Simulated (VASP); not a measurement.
# MoSe (Fm-3m) in VASP: further runs

MoSe is run at these levels: PBEsol+U; tasks: single point.

Everything below comes from runs of VASP 6.6.1. Logs are shortened: lines on timing, memory, paths and dates and some standing lists are left out, and cuts for length are marked.

## 1. The cell of the first run

The structure is cubic, space group Fm-3m (No. 225). The conventional cell has a = 5.150 Å, b = 5.150 Å, c = 5.150 Å, α = 90.00°, β = 90.00°, γ = 90.00°. Mo (site symmetry m-3m) has 6 Se at 2.57 Å within 3.4 Å. Within 3.4 Å of Se (site symmetry m-3m) lie 6 Mo at 2.57 Å.

## 2. Single point, PBEsol+U, collinear spin

File INCAR:

```
SYSTEM = MoSe
ALGO = Normal
EDIFF = 1E-6
ENCUT = 520
GGA = PS
ISIF = 2
ISMEAR = 0
ISPIN = 2
LASPH = .TRUE.
LCHARG = .FALSE.
LDAU = .TRUE.
LDAUJ = 0 0
LDAUL = 2 -1
LDAUPRINT = 1
LDAUTYPE = 2
LDAUU = 2 0
LMAXMIX = 4
LORBIT = 11
LREAL = .FALSE.
LWAVE = .FALSE.
MAGMOM = 3.5 0
NBANDS = 21
NELM = 150
PREC = Accurate
SIGMA = 0.05
```

File KPOINTS:

```
k-points
0
G
  14 14 14
  0 0 0
```

File POSCAR:

```
MoSe
1.0
    0.0000000000      2.5748516654      2.5748516654
    2.5748516654      0.0000000000      2.5748516654
    2.5748516654      2.5748516654      0.0000000000
Mo Se
1 1
Direct
    0.0000000000      0.0000000000      0.0000000000
    0.5000000000      0.5000000000      0.5000000000
```

Potentials or basis: VASP PAW PBE potentials, release 64 (Mo_sv, Se).

Launch:

```sh
cat potpaw_PBE.64/Mo_sv/POTCAR potpaw_PBE.64/Se/POTCAR > POTCAR
mpirun -np 1 vasp_std > vasp.out
```

OUTCAR:

```text
SYSTEM = MoSe
   EDIFF = 1E-6
   ENCUT = 520
   GGA = PS
   ISIF = 2
   ISMEAR = 0
   ISPIN = 2
   LASPH = .TRUE.
   LORBIT = 11
   LREAL = .FALSE.
   NELM = 150
   PREC = Accurate

 ion  position               nearest neighbor table
   1  0.000  0.000  0.000-   2 2.57   2 2.57   2 2.57   2 2.57   2 2.57   2 2.57
   2  0.500  0.500  0.500-   1 2.57   1 2.57   1 2.57   1 2.57   1 2.57   1 2.57

  LATTYP: Found a face centered cubic cell.
 ALAT       =     5.1497033308

  Lattice vectors:

 A1 = (   0.0000000000,   2.5748516654,   2.5748516654)
 A2 = (   2.5748516654,   0.0000000000,   2.5748516654)
 A3 = (   2.5748516654,   2.5748516654,   0.0000000000)

Analysis of symmetry for initial positions (statically):
=====================================================================
 Subroutine PRICEL returns:
 Original cell was already a primitive cell.

 Routine SETGRP: Setting up the symmetry group for a
 face centered cubic supercell.

 Subroutine GETGRP returns: Found 48 space group operations
 (whereof 48 operations were pure point group operations)
 out of a pool of 48 trial point group operations.

The static configuration has the point symmetry O_h .

Analysis of symmetry for dynamics (positions and initial velocities):
=====================================================================
 Subroutine PRICEL returns:
 Original cell was already a primitive cell.

 Routine SETGRP: Setting up the symmetry group for a
 face centered cubic supercell.

 Subroutine GETGRP returns: Found 48 space group operations
 (whereof 48 operations were pure point group operations)
 out of a pool of 48 trial point group operations.

The dynamic configuration has the point symmetry O_h .

Analysis of structural, dynamic, and magnetic symmetry:
=====================================================================
 Subroutine PRICEL returns:
 Original cell was already a primitive cell.

 Routine SETGRP: Setting up the symmetry group for a
 face centered cubic supercell.

 Subroutine GETGRP returns: Found 48 space group operations
 (whereof 48 operations were pure point group operations)
 out of a pool of 48 trial point group operations.

The overall configuration has the point symmetry O_h .

 Subroutine INISYM returns: Found 48 space group operations
 (whereof 48 operations are pure point group operations),
 and found     1 'primitive' translations

----------------------------------------------------------------------------------------

                                     Primitive cell

  volume of cell :      34.1418

  direct lattice vectors                    reciprocal lattice vectors
     0.000000000  2.574851665  2.574851665    -0.194185943  0.194185943  0.194185943
     2.574851665  0.000000000  2.574851665     0.194185943 -0.194185943  0.194185943
     2.574851665  2.574851665  0.000000000     0.194185943  0.194185943 -0.194185943

  length of vectors
     3.641390146  3.641390146  3.641390146     0.336339920  0.336339920  0.336339920

  position of ions in fractional coordinates (direct lattice)
     0.000000000  0.000000000  0.000000000
     0.500000000  0.500000000  0.500000000

  ion indices of the primitive-cell ions
   primitive index   ion index
                 1           1
                 2           2

----------------------------------------------------------------------------------------

 KPOINTS: k-points

Automatic generation of k-mesh.
 Grid dimensions read from file:
 generate k-points for:   14   14   14

[... 62 lines left out ...]
   NELM   =    150;   NELMIN=  2; NELMDL= -5     # of ELM steps
   EDIFF  = 0.1E-05   stopping-criterion for ELM
   LREAL  =      F    real-space projection
   EDIFFG = 0.1E-04   stopping-criterion for IOM
   NSW    =      0    number of steps for IOM
   IBRION =     -1    ionic relax: 0-MD 1-quasi-New 2-CG
   NFREE  =      0    steps in history (QN), initial steepest desc. (CG)
   ISIF   =      2    stress and relaxation
   ISYM   =      2    0-nonsym 1-usesym 2-fastsym
   POTIM  = 0.5000    time-step for ionic-motion
   TEBEG  =    0.0;   TEEND  =   0.0 temperature during run
   PSTRESS=    0.0 pullay stress
   NELECT =      20.0000    total number of electrons
   NUPDOWN=      -1.0000    fix difference up-down
   EMIN   =  10.00;   EMAX   =-10.00  energy-range for DOS
   EFERMI =   0.00;   METHOD = LEGACY
   ISMEAR =     0;   SIGMA  =   0.05  broadening in eV -4-tet -1-fermi 0-gaus
   EFERMI_NEDOS =   21; number of points for ismear=-14 and -15
   IALGO  =     38    algorithm
   IMIX   =      4    mixing-type and parameters
     AMIX     =   0.40;   BMIX     =  1.00
     AMIX_MAG =   1.60;   BMIX_MAG =  1.00
  volume/ion in A,a.u.               =      17.07       115.20
  Fermi-wavevector in a.u.,A,eV,Ry     =   1.369796  2.588539 25.529177  1.876342
  Thomas-Fermi vector in A             =   2.495640
   LORBIT       =     11    0 simple, 1 ext, 2 COOP (PROOUT), +10 PAW based schemes
 LDA+U is selected, type is set to LDAUTYPE =  2
   angular momentum for each species LDAUL =     2   -1
   U (eV)           for each species LDAUU =   2.0  0.0
   J (eV)           for each species LDAUJ =   0.0  0.0
   GGA     = PS    functional components
   LHFCALC =     F    Hartree Fock is set to
   AEXX    =    0.0000 exact exchange contribution
   IVDW    =     0    specifies the selected vdW correction
   LEPSILON=     F    determine dielectric tensor
   LRPA    =     F    only Hartree local field effects (RPA)
 spin polarized calculation
 Gauss-broadening in eV      SIGMA  =   0.05
  energy-cutoff  :      520.00
  volume of cell :       34.14
 maximum number of plane-waves:       941
   NGX = 13   NGY = 13   NGZ = 13

atom =   1  type =  1  l = 2

 onsite density matrix

spin component  1

  0.8019 -0.0000 -0.0000  0.0000  0.0000
 -0.0000  0.8019  0.0000 -0.0000  0.0000
 -0.0000  0.0000  0.4086  0.0000 -0.0000
  0.0000 -0.0000  0.0000  0.8019  0.0000
  0.0000  0.0000 -0.0000  0.0000  0.4086

spin component  2

  0.1683 -0.0000 -0.0000  0.0000 -0.0000
 -0.0000  0.1683  0.0000  0.0000 -0.0000
 -0.0000  0.0000  0.2114  0.0000  0.0000
  0.0000  0.0000  0.0000  0.1683 -0.0000
 -0.0000 -0.0000  0.0000 -0.0000  0.2114

 occupancies and eigenvectors

  o =  0.1683  v =  0.0000  0.0000  0.0000  0.0000  0.0000  1.0000  0.0000  0.0000  0.0000  0.0000      0.0000  0.0000  0.0000  0.0000  0.0000  0.0000  0.0000  0.0000  0.0000  0.0000
  o =  0.1683  v =  0.0000  0.0000  0.0000  0.0000  0.0000  0.0000  0.8658 -0.0000  0.5005  0.0000      0.0000  0.0000  0.0000  0.0000  0.0000  0.0000  0.0000  0.0000  0.0000  0.0000
  o =  0.1683  v =  0.0000  0.0000  0.0000  0.0000  0.0000  0.0000  0.5005 -0.0000 -0.8658 -0.0000      0.0000  0.0000  0.0000  0.0000  0.0000  0.0000  0.0000  0.0000  0.0000  0.0000
  o =  0.2114  v =  0.0000  0.0000  0.0000  0.0000  0.0000  0.0000 -0.0000 -0.2722 -0.0000  0.9622      0.0000  0.0000  0.0000  0.0000  0.0000  0.0000  0.0000  0.0000  0.0000  0.0000
  o =  0.2114  v =  0.0000  0.0000  0.0000  0.0000  0.0000  0.0000  0.0000  0.9622 -0.0000  0.2722      0.0000  0.0000  0.0000  0.0000  0.0000  0.0000  0.0000  0.0000  0.0000  0.0000
  o =  0.4086  v =  0.0000 -0.0000 -0.0285 -0.0000 -0.9996  0.0000  0.0000  0.0000  0.0000  0.0000      0.0000  0.0000  0.0000  0.0000  0.0000  0.0000  0.0000  0.0000  0.0000  0.0000
  o =  0.4086  v =  0.0000  0.0000 -0.9996 -0.0000  0.0285  0.0000  0.0000  0.0000  0.0000  0.0000      0.0000  0.0000  0.0000  0.0000  0.0000  0.0000  0.0000  0.0000  0.0000  0.0000
  o =  0.8019  v =  0.0000  0.9706  0.0000 -0.2409 -0.0000  0.0000  0.0000  0.0000  0.0000  0.0000      0.0000  0.0000  0.0000  0.0000  0.0000  0.0000  0.0000  0.0000  0.0000  0.0000
  o =  0.8019  v =  0.0000  0.2409 -0.0000  0.9706 -0.0000  0.0000  0.0000  0.0000  0.0000  0.0000      0.0000  0.0000  0.0000  0.0000  0.0000  0.0000  0.0000  0.0000  0.0000  0.0000
  o =  0.8019  v =  1.0000  0.0000  0.0000  0.0000  0.0000  0.0000  0.0000  0.0000  0.0000  0.0000      0.0000  0.0000  0.0000  0.0000  0.0000  0.0000  0.0000  0.0000  0.0000  0.0000

 number of electron      20.0000002 magnetization       2.5911508

 Free energy of the ion-electron system (eV)
  ---------------------------------------------------
  ext. energy  EPLUGINS =         0.00000000
  ---------------------------------------------------
  free energy    TOTEN  =       -12.61376641 eV

  energy without entropy =      -12.61242377  energy(sigma->0) =      -12.61309509

 E-fermi :  10.1430     XC(G=0): -12.0639

 val. band max:       10.1361306931   @ k =   0.1429   0.0714   0.0000
 cond. band min:      10.1520450697   @ k =   0.2143   0.0000   0.0000
 fundamental gap:      0.0159143766
 Fermi energy:        10.1429897777

 spin component 1

 k-point     1 :       0.0000    0.0000    0.0000
  band No.  band energies     occupation
      1     -51.6333      1.00000
      2     -25.8516      1.00000
      3     -25.8516      1.00000
      4     -25.8516      1.00000
      5      -6.1895      1.00000
      6       6.8431      1.00000
[... 1145 lines left out ...]
     20      26.4624      0.00000
     21      28.5643      0.00000

 [... further k-points ...]

------------------------ aborting loop because EDIFF is reached ----------------------------------------

  FORCE on cell =-STRESS in cart. coord.  units (eV):
  Direction    XX          YY          ZZ          XY          YZ          ZX
  --------------------------------------------------------------------------------------
  -------------------------------------------------------------------------------------
  Total        3.1484564      3.1484564      3.1484564      0.0000000      0.0000000     -0.0000000
  in kB      147.7480066    147.7480066    147.7480066      0.0000000      0.0000000     -0.0000000
  external PRESSURE =     147.7480066 kB  Pullay stress =       0.0000000 kB

 VOLUME and BASIS-vectors are now :
 -----------------------------------------------------------------------------
  energy-cutoff  :      520.00
  volume of cell :       34.14
      direct lattice vectors                 reciprocal lattice vectors
     0.000000000  2.574851665  2.574851665    -0.194185943  0.194185943  0.194185943
     2.574851665  0.000000000  2.574851665     0.194185943 -0.194185943  0.194185943
     2.574851665  2.574851665  0.000000000     0.194185943  0.194185943 -0.194185943

 POSITION                                       TOTAL-FORCE (eV/Angst)
 -----------------------------------------------------------------------------------
      0.00000      0.00000      0.00000         0.000000      0.000000      0.000000
      2.57485      2.57485      2.57485         0.000000      0.000000     -0.000000
 -----------------------------------------------------------------------------------
    total drift:                               -0.000000      0.000000      0.000000

  FREE ENERGIE OF THE ION-ELECTRON SYSTEM (eV)
  ---------------------------------------------------
  free  energy   TOTEN  =       -12.6137664106 eV

  energy  without entropy=      -12.6124237653  energy(sigma->0) =      -12.61309509

 total charge

# of ion       s       p       d       tot
------------------------------------------
    1        2.238   6.107   4.102  12.447
    2        1.426   2.480   0.110   4.016
--------------------------------------------------
tot          3.664   8.588   4.211  16.463

 magnetization (x)

# of ion       s       p       d       tot
------------------------------------------
    1        0.052   0.017   2.279   2.347
    2        0.001   0.003   0.023   0.027
--------------------------------------------------
tot          0.053   0.020   2.302   2.375
```

It took 4.2 min on 1 thread of Intel Xeon 8259CL, shared host; peak memory 0.26 GiB.

Results:

* Free energy: -12.6138 eV
* Pressure: 14.8 GPa
* Net moment: 2.59 μB per cell
* Site moments: Mo +2.35; Se +0.03 μB
* Valence electrons inside the program's atomic spheres: Mo 12.45; Se 4.02

Levels at points of the mesh, in eV from the Fermi level:
Spin up:
```
           k point  band 8  band 9  band 10  band 11  band 12  band 13  band 14  band 15
(0.00, 0.00, 0.00)   -3.30   -2.36    -2.36    -2.36    -2.13    -2.13     2.68     7.56
(0.50, 0.00, 0.00)   -6.09   -1.38    -1.38    -0.59     2.22     4.73     4.73     6.04
(0.50, 0.50, 0.00)   -4.01   -4.01    -1.23    -0.88    -0.88     1.06     2.43     9.15
```
Spin down:
| k point | band 5 | band 6 | band 7 | band 8 | band 9 | band 10 | band 11 | band 12 | band 13 | band 14 |
| --- | --- | --- | --- | --- | --- | --- | --- | --- | --- | --- |
| (0.00, 0.00, 0.00) | -16.14 | -2.22 | -2.22 | -2.22 | -0.85 | -0.85 | -0.85 | -0.61 | -0.61 | 3.28 |
| (0.50, 0.00, 0.00) | -14.41 | -7.95 | -5.29 | -5.29 | 1.50 | 1.50 | 2.04 | 2.63 | 5.91 | 5.91 |
| (0.50, 0.50, 0.00) | -14.83 | -6.37 | -3.80 | -3.80 | -2.84 | 0.38 | 2.28 | 2.28 | 2.49 | 3.54 |

Eigenvalues of the final occupation matrices:
```tsv
site	spin	trace	eigenvalues
site 1 d	1	3.22	0.41 0.41 0.80 0.80 0.80
site 1 d	2	0.93	0.17 0.17 0.17 0.21 0.21
```

Caveat: the cell stands under pressure; the PAW data sets were made with another functional, which shifts forces and pressure a little.

(Continued in part 2 of 2.)
